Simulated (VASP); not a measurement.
# GaN (Fm-3m) in VASP: settings compared

The runs below take GaN through single point, with LDA, r2SCAN.

Program: VASP 6.6.1. These are calculated values, not measurements. Logs are shortened: lines on timing, memory, paths and dates and some standing lists are left out, and cuts for length are marked.

## 1. The cell of the first run

Symmetry: Fm-3m, No. 225, cubic system. Conventional cell: a = 4.217 Å, b = 4.217 Å, c = 4.217 Å, α = 90.00°, β = 90.00°, γ = 90.00°. Within 2.8 Å of Ga (site symmetry m-3m) lie 6 N at 2.11 Å. N (site symmetry m-3m) has 6 Ga at 2.11 Å within 2.8 Å.

## 2. Single point, LDA

Input file INCAR:

```
PREC = Accurate
ENCUT = 910
EDIFF = 1E-6
ISMEAR = 0
SIGMA = 0.01
LREAL = False
LASPH = True
NELM = 120
ALGO = Normal
ISIF = 2
LWAVE = False
LCHARG = False
GGA = CA
NBANDS = 16
GGA_COMPAT = False
```

Input file KPOINTS:

```
regular mesh
0
Gamma
  10 10 10
```

Input file POSCAR:

```
GaN
1.0
    0.0000000000      2.1085153661      2.1085153661
    2.1085153661      0.0000000000      2.1085153661
    2.1085153661      2.1085153661      0.0000000000
Ga N
1 1
Direct
    0.5000000000      0.5000000000      0.5000000000
    0.0000000000      0.0000000000      0.0000000000
```

Potentials or basis: VASP PAW LDA potentials, release 64 (Ga_d, N_h).

Launch:

```console
$ cat potpaw_LDA.64/Ga_d/POTCAR potpaw_LDA.64/N_h/POTCAR > POTCAR
$ mpirun -np 1 vasp_std > vasp.out
```

OUTCAR:

```text
PREC = Accurate
   ENCUT = 910
   EDIFF = 1E-6
   ISMEAR = 0
   LREAL = False
   LASPH = True
   NELM = 120
   ISIF = 2
   GGA = CA

 ion  position               nearest neighbor table
   1  0.500  0.500  0.500-   2 2.11   2 2.11   2 2.11   2 2.11   2 2.11   2 2.11
   2  0.000  0.000  0.000-   1 2.11   1 2.11   1 2.11   1 2.11   1 2.11   1 2.11

  LATTYP: Found a face centered cubic cell.
 ALAT       =     4.2170307322

  Lattice vectors:

 A1 = (   0.0000000000,   2.1085153661,   2.1085153661)
 A2 = (   2.1085153661,   0.0000000000,   2.1085153661)
 A3 = (   2.1085153661,   2.1085153661,   0.0000000000)

Analysis of symmetry for initial positions (statically):
=====================================================================
 Subroutine PRICEL returns:
 Original cell was already a primitive cell.

 Routine SETGRP: Setting up the symmetry group for a
 face centered cubic supercell.

 Subroutine GETGRP returns: Found 48 space group operations
 (whereof 48 operations were pure point group operations)
 out of a pool of 48 trial point group operations.

The static configuration has the point symmetry O_h .

Analysis of symmetry for dynamics (positions and initial velocities):
=====================================================================
 Subroutine PRICEL returns:
 Original cell was already a primitive cell.

 Routine SETGRP: Setting up the symmetry group for a
 face centered cubic supercell.

 Subroutine GETGRP returns: Found 48 space group operations
 (whereof 48 operations were pure point group operations)
 out of a pool of 48 trial point group operations.

The dynamic configuration has the point symmetry O_h .

 Subroutine INISYM returns: Found 48 space group operations
 (whereof 48 operations are pure point group operations),
 and found     1 'primitive' translations

----------------------------------------------------------------------------------------

                                     Primitive cell

  volume of cell :      18.7482

  direct lattice vectors                    reciprocal lattice vectors
     0.000000000  2.108515366  2.108515366    -0.237133676  0.237133676  0.237133676
     2.108515366  0.000000000  2.108515366     0.237133676 -0.237133676  0.237133676
     2.108515366  2.108515366  0.000000000     0.237133676  0.237133676 -0.237133676

  length of vectors
     2.981891027  2.981891027  2.981891027     0.410727575  0.410727575  0.410727575

  position of ions in fractional coordinates (direct lattice)
     0.500000000  0.500000000  0.500000000
     0.000000000  0.000000000  0.000000000

  ion indices of the primitive-cell ions
   primitive index   ion index
                 1           1
                 2           2

----------------------------------------------------------------------------------------

 KPOINTS: regular mesh

Automatic generation of k-mesh.
 Grid dimensions read from file:
 generate k-points for:   10   10   10

 Generating k-lattice:

  Cartesian coordinates                     Fractional coordinates (reciprocal lattice)
    -0.023713368  0.023713368  0.023713368     0.100000000  0.000000000  0.000000000
     0.023713368 -0.023713368  0.023713368     0.000000000  0.100000000  0.000000000
     0.023713368  0.023713368 -0.023713368     0.000000000  0.000000000  0.100000000

  Length of vectors
     0.041072758  0.041072758  0.041072758

  Shift w.r.t. Gamma in fractional coordinates (k-lattice)
     0.000000000  0.000000000  0.000000000

 Subroutine IBZKPT returns following result:
 ===========================================

 Found     47 irreducible k-points:

 Following reciprocal coordinates:
            Coordinates               Weight
  0.000000  0.000000  0.000000      1.000000
  0.100000  0.000000  0.000000      8.000000
  0.200000  0.000000  0.000000      8.000000
  0.300000  0.000000  0.000000      8.000000
  0.400000  0.000000  0.000000      8.000000
  0.500000  0.000000  0.000000      4.000000
[... 16 lines left out ...]
  0.300000  0.300000  0.000000      6.000000
  0.400000  0.300000  0.000000     24.000000
 [... further k-points ...]
   k-points           NKPTS =     47   k-points in BZ     NKDIM =     47   number of bands    NBANDS=     16
   number of dos      NEDOS =    301   number of ions     NIONS =      2
   total plane-waves  NPLWV =  27000
   dimension x,y,z NGX =    30 NGY =   30 NGZ =   30
   dimension x,y,z NGXF=    60 NGYF=   60 NGZF=   60
   ions per type =               1   1
   NGX,Y,Z   is equivalent  to a cutoff of  16.73, 16.73, 16.73 a.u.
   NGXF,Y,Z  is equivalent  to a cutoff of  33.45, 33.45, 33.45 a.u.
 SYSTEM =  unknown system
   PREC   = accura    normal or accurate (medium, high low for compatibility)
   ISTART =      0    job   : 0-new  1-cont  2-samecut
   ICHARG =      2    charge: 1-file 2-atom 10-const
   ISPIN  =      1    spin polarized calculation?
   LNONCOLLINEAR =      F non collinear calculations
   LSORBIT =      F    spin-orbit coupling
   LASPH  =      T    aspherical Exc in radial PAW
   ENCUT  =  910.0 eV  66.88 Ry    8.18 a.u.   7.33  7.33  7.33*2*pi/ulx,y,z
   NELM   =    120;   NELMIN=  2; NELMDL= -5     # of ELM steps
   EDIFF  = 0.1E-05   stopping-criterion for ELM
   LREAL  =      F    real-space projection
   EDIFFG = 0.1E-04   stopping-criterion for IOM
   NSW    =      0    number of steps for IOM
   IBRION =     -1    ionic relax: 0-MD 1-quasi-New 2-CG
   NFREE  =      0    steps in history (QN), initial steepest desc. (CG)
   ISIF   =      2    stress and relaxation
   ISYM   =      2    0-nonsym 1-usesym 2-fastsym
   POTIM  = 0.5000    time-step for ionic-motion
   TEBEG  =    0.0;   TEEND  =   0.0 temperature during run
   PSTRESS=    0.0 pullay stress
   NELECT =      18.0000    total number of electrons
   NUPDOWN=      -1.0000    fix difference up-down
   EMIN   =  10.00;   EMAX   =-10.00  energy-range for DOS
   EFERMI =   0.00;   METHOD = LEGACY
   ISMEAR =     0;   SIGMA  =   0.01  broadening in eV -4-tet -1-fermi 0-gaus
   EFERMI_NEDOS =   21; number of points for ismear=-14 and -15
   IALGO  =     38    algorithm
   IMIX   =      4    mixing-type and parameters
     AMIX     =   0.40;   BMIX     =  1.00
     AMIX_MAG =   1.60;   BMIX_MAG =  1.00
  volume/ion in A,a.u.               =       9.37        63.26
  Fermi-wavevector in a.u.,A,eV,Ry     =   1.615024  3.051952 35.488097  2.608302
  Thomas-Fermi vector in A             =   2.709838
   LORBIT       =      0    0 simple, 1 ext, 2 COOP (PROOUT), +10 PAW based schemes
   GGA     = CA    functional components
   LHFCALC =     F    Hartree Fock is set to
   AEXX    =    0.0000 exact exchange contribution
   IVDW    =     0    specifies the selected vdW correction
   LEPSILON=     F    determine dielectric tensor
   LRPA    =     F    only Hartree local field effects (RPA)
 non-spin polarized calculation
 Gauss-broadening in eV      SIGMA  =   0.01
  energy-cutoff  :      910.00
  volume of cell :       18.75
 maximum number of plane-waves:      1211
 NGX is ok and might be reduce to    30
   NGX = 15   NGY = 15   NGZ = 15

 number of electron      18.0000002 magnetization

 Free energy of the ion-electron system (eV)
  ---------------------------------------------------
  ext. energy  EPLUGINS =         0.00000000
  ---------------------------------------------------
  free energy    TOTEN  =       -13.07973048 eV

  energy without entropy =      -13.07973048  energy(sigma->0) =      -13.07973048

 E-fermi :   8.2761     XC(G=0): -13.5364

 val. band max:        8.1166412129   @ k =  -0.2000   0.2000   0.0000
 cond. band min:       8.6014645238   @ k =   0.5000   0.5000   0.0000
 fundamental gap:      0.4848233109
 Fermi energy:         8.2760963623

 k-point     1 :       0.0000    0.0000    0.0000
  band No.  band energies     occupation
      1      -9.1254      2.00000
      2      -5.9528      2.00000
      3      -5.9528      2.00000
      4      -5.9528      2.00000
      5      -5.8536      2.00000
      6      -5.8536      2.00000
[... 8 lines left out ...]
     15      23.7652      0.00000
     16      23.7652      0.00000

 k-point     2 :       0.1000    0.0000    0.0000
  band No.  band energies     occupation
      1      -8.9262      2.00000
      2      -5.9608      2.00000
      3      -5.9429      2.00000
      4      -5.9429      2.00000
      5      -5.8665      2.00000
      6      -5.8665      2.00000
[... 8 lines left out ...]
     15      24.0177      0.00000
     16      24.0177      0.00000

 k-point     3 :       0.2000    0.0000    0.0000
  band No.  band energies     occupation
      1      -8.3483      2.00000
      2      -5.9806      2.00000
      3      -5.9659      2.00000
      4      -5.9659      2.00000
      5      -5.8505      2.00000
      6      -5.8505      2.00000
[... 8 lines left out ...]
     15      25.1287      0.00000
     16      25.1287      0.00000

 k-point     4 :       0.3000    0.0000    0.0000
  band No.  band energies     occupation
      1      -7.4696      2.00000
      2      -6.0327      2.00000
      3      -6.0327      2.00000
      4      -6.0005      2.00000
      5      -5.7911      2.00000
      6      -5.7911      2.00000
[... 8 lines left out ...]
     15      26.9512      0.00000
     16      26.9512      0.00000

 k-point     5 :       0.4000    0.0000    0.0000
  band No.  band energies     occupation
      1      -6.5263      2.00000
      2      -6.0901      2.00000
      3      -6.0901      2.00000
      4      -5.9883      2.00000
      5      -5.7383      2.00000
      6      -5.7383      2.00000
[... 8 lines left out ...]
     15      29.3019      0.00000
     16      29.3019      0.00000

 k-point     6 :       0.5000    0.0000    0.0000
  band No.  band energies     occupation
      1      -6.1703      2.00000
      2      -6.1122      2.00000
      3      -6.1122      2.00000
      4      -5.8501      2.00000
      5      -5.7178      2.00000
      6      -5.7178      2.00000
[... 8 lines left out ...]
     15      31.2213      0.00000
     16      31.2213      0.00000

 k-point     7 :       0.1000    0.1000    0.0000
  band No.  band energies     occupation
      1      -8.8648      2.00000
      2      -5.9707      2.00000
      3      -5.9309      2.00000
      4      -5.9309      2.00000
      5      -5.9010      2.00000
      6      -5.8427      2.00000
[... 8 lines left out ...]
     15      25.9470      0.00000
     16      25.9470      0.00000

 k-point     8 :       0.2000    0.1000    0.0000
  band No.  band energies     occupation
      1      -8.4319      2.00000
      2      -5.9893      2.00000
      3      -5.9608      2.00000
      4      -5.9231      2.00000
      5      -5.8767      2.00000
      6      -5.8259      2.00000
[... 8 lines left out ...]
     15      26.1951      0.00000
     16      26.9639      0.00000

 k-point     9 :       0.3000    0.1000    0.0000
  band No.  band energies     occupation
      1      -7.7050      2.00000
      2      -6.0339      2.00000
      3      -5.9810      2.00000
      4      -5.9682      2.00000
      5      -5.7804      2.00000
      6      -5.7758      2.00000
[... 8 lines left out ...]
     15      26.5558      0.00000
     16      28.2801      0.00000
[... 172 lines left out ...]
 k-point    19 :       0.5000    0.2000    0.0000
  band No.  band energies     occupation
      1      -7.0053      2.00000
      2      -6.0632      2.00000
      3      -5.9861      2.00000
      4      -5.8752      2.00000
      5      -5.7042      2.00000
      6      -4.5274      2.00000
[... 8 lines left out ...]
     15      29.8280      0.00000
     16      31.6982      0.00000

 k-point    20 :      -0.4000    0.2000    0.0000
  band No.  band energies     occupation
      1      -6.8776      2.00000
      2      -6.0656      2.00000
      3      -6.0274      2.00000
      4      -5.8890      2.00000
      5      -5.7317      2.00000
      6      -4.4444      2.00000
[... 8 lines left out ...]
     15      28.9677      0.00000
     16      29.1676      0.00000

 k-point    21 :      -0.3000    0.2000    0.0000
  band No.  band energies     occupation
      1      -6.9452      2.00000
      2      -6.0522      2.00000
      3      -6.0383      2.00000
      4      -5.9452      2.00000
      5      -5.7867      2.00000
      6      -5.0525      2.00000
[... 8 lines left out ...]
     15      27.6182      0.00000
     16      28.9496      0.00000

 k-point    22 :      -0.2000    0.2000    0.0000
  band No.  band energies     occupation
      1      -7.3668      2.00000
      2      -6.0295      2.00000
      3      -6.0208      2.00000
      4      -5.9912      2.00000
      5      -5.8424      2.00000
      6      -5.5338      2.00000
[... 8 lines left out ...]
     15      26.8205      0.00000
     16      29.0379      0.00000

 k-point    23 :       0.3000    0.3000    0.0000
  band No.  band energies     occupation
      1      -7.6467      2.00000
      2      -6.0761      2.00000
      3      -5.7793      2.00000
      4      -5.7793      2.00000
      5      -5.7791      2.00000
      6      -5.3117      2.00000
[... 8 lines left out ...]
     15      32.1228      0.00000
     16      33.7682      0.00000

 k-point    24 :       0.4000    0.3000    0.0000
  band No.  band energies     occupation
      1      -7.5012      2.00000
      2      -6.0906      2.00000
      3      -5.8138      2.00000
      4      -5.7655      2.00000
      5      -5.7115      2.00000
      6      -4.6002      2.00000
[... 8 lines left out ...]
     15      32.9002      0.00000
     16      34.2771      0.00000

 [... further k-points ...]
[... 5 lines left out ...]
  --------------------------------------------------------------------------------------
  -------------------------------------------------------------------------------------
  Total       -0.5877573     -0.5877573     -0.5877573      0.0000000      0.0000000     -0.0000000
  in kB      -50.2282822    -50.2282822    -50.2282822      0.0000000      0.0000000     -0.0000000
  external PRESSURE =     -50.2282822 kB  Pullay stress =       0.0000000 kB

 VOLUME and BASIS-vectors are now :
 -----------------------------------------------------------------------------
  energy-cutoff  :      910.00
  volume of cell :       18.75
      direct lattice vectors                 reciprocal lattice vectors
     0.000000000  2.108515366  2.108515366    -0.237133676  0.237133676  0.237133676
     2.108515366  0.000000000  2.108515366     0.237133676 -0.237133676  0.237133676
     2.108515366  2.108515366  0.000000000     0.237133676  0.237133676 -0.237133676

 POSITION                                       TOTAL-FORCE (eV/Angst)
 -----------------------------------------------------------------------------------
      2.10852      2.10852      2.10852         0.000000      0.000000      0.000000
      0.00000      0.00000      0.00000        -0.000000     -0.000000     -0.000000
 -----------------------------------------------------------------------------------
    total drift:                                0.000000     -0.000000      0.000000

  FREE ENERGIE OF THE ION-ELECTRON SYSTEM (eV)
  ---------------------------------------------------
  free  energy   TOTEN  =       -13.0797304829 eV

  energy  without entropy=      -13.0797304829  energy(sigma->0) =      -13.07973048
```

It took 36 s on 1 thread of AMD EPYC 7R13 (Zen 3), shared host; peak memory 0.14 GiB.

What came out:

```yaml
Free_energy: -13.0797 eV
Pressure: -5.0 GPa
Band_gap_on_the_k_mesh: 0.48 eV, indirect (least direct gap 2.92 eV)
```

Caveat: the cutoff is under 1.25 times the usual one of these potentials, so pressure, stress and relaxed cells hold a basis-set (Pulay) error.

## 3. Single point, r2SCAN

POSCAR is that of step 2.

Input file INCAR.step1:

```
  PREC = Accurate
  ENCUT = 910
  ISMEAR = -1
  SIGMA = 0.02
  LREAL = False
  LASPH = True
  NELM = 120
  NBANDS = 16
  GGA = PE
  ALGO = Normal
  EDIFF = 1E-5
  LWAVE = True
  LCHARG = False
  GGA_COMPAT = False
```

Input file INCAR.step2:

```
  PREC = Accurate
  ENCUT = 910
  EDIFF = 1E-6
  ISMEAR = -1
  SIGMA = 0.02
  LREAL = False
  LASPH = True
  NELM = 120
  ALGO = Normal
  ISIF = 2
  LWAVE = False
  LCHARG = False
  METAGGA = R2SCAN
  LMIXTAU = True
  NBANDS = 16
  ISTART = 1
  GGA_COMPAT = False
```

Input file KPOINTS:

```
Automatic mesh
0
Gamma
  10 10 10
```

Potentials or basis: VASP PAW PBE potentials, release 64 (Ga_d, N_h).

Launch:

```console
$ cat potpaw_PBE.64/Ga_d/POTCAR potpaw_PBE.64/N_h/POTCAR > POTCAR
$ cp INCAR.step1 INCAR
$ mpirun -np 1 vasp_std > vasp.out
$ cp INCAR.step2 INCAR
$ mpirun -np 1 vasp_std > vasp.out
```

Wall time 86 s (1 thread of AMD EPYC 9R45 (Zen 5), shared host); peak memory 0.16 GiB.

Results (log left out):

- Free energy: -20.9755 eV
- Pressure: 1.0 GPa
- Band gap on the k mesh: 1.18 eV, indirect (least direct gap 3.40 eV)

Levels at points of the mesh, in eV from the valence-band top:
| k point | band 7 | band 8 | band 9 | band 10 | band 11 | band 12 |
| --- | --- | --- | --- | --- | --- | --- |
| (0.00, 0.00, 0.00) | -0.50 | -0.50 | -0.50 | 2.90 | 15.52 | 15.52 |
| (0.50, 0.00, 0.00) | -8.36 | -0.15 | -0.15 | 5.42 | 9.88 | 9.88 |
| (0.50, 0.50, 0.00) | -7.25 | -3.12 | -3.12 | 1.18 | 8.54 | 13.15 |

Caveat: the cutoff is under 1.25 times the usual one of these potentials, so pressure, stress and relaxed cells hold a basis-set (Pulay) error; the PAW data sets were made with another functional, which shifts forces and pressure a little. A k mesh can miss the band edges.
